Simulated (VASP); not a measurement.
A run of VASP 6.6.1 is set up as follows.

Contents of INCAR:

```
ALGO     = Normal         # electronic algorithm
EDIFF    = 1E-6           # SCF threshold, eV
ENCUT    = 560            # plane-wave cutoff, eV
GGA      = PE             # functional
GGA_COMPAT= False        
ISIF     = 2              # what is computed and relaxed
ISMEAR   = -1             # smearing method
LASPH    = True           # aspherical terms in the spheres
LCHARG   = False          # write CHGCAR
LREAL    = False          # projectors in reciprocal space
LWAVE    = False          # write WAVECAR
NBANDS   = 16             # bands
NELM     = 120            # most SCF steps
PREC     = Accurate       # precision mode
SIGMA    = 0.02           # smearing width, eV
```

File KPOINTS:

```
k-points
0
Gamma
  10 10 10
```

The input POSCAR:

```
BAs
1.0
    0.0000000000      2.4636236322      2.3586458026
    2.4636236322      0.0000000000      2.3586458026
    2.4636236322      2.4636236322      0.0000000000
B As
1 1
Direct
    0.0000000000      0.0000000000      0.0000000000
    0.2500000000      0.2500000000      0.2500000000
```

Potentials or basis: VASP PAW PBE potentials, release 64 (B, As_d).

Run with:

```sh
$ cat potpaw_PBE.64/B/POTCAR potpaw_PBE.64/As_d/POTCAR > POTCAR
$ mpirun -np 1 vasp_std > vasp.out
```

What does it give for the pressure?

-3.8 GPa.

Predict the band gap on the k mesh.

0.61 eV (least direct gap 2.79 eV).

Stress tensor (GPa, compression positive):
```
-6.52  0.00  0.00
 0.00 -6.52  0.00
 0.00  0.00  1.56
```

Caveat: the cell differs from its parent crystal (epitaxial xy strain +3.0%); the stress differs along the axes, from -7 to 2 GPa; semilocal functionals underestimate gaps, and a narrow one can read as zero. A k mesh can miss the band edges.
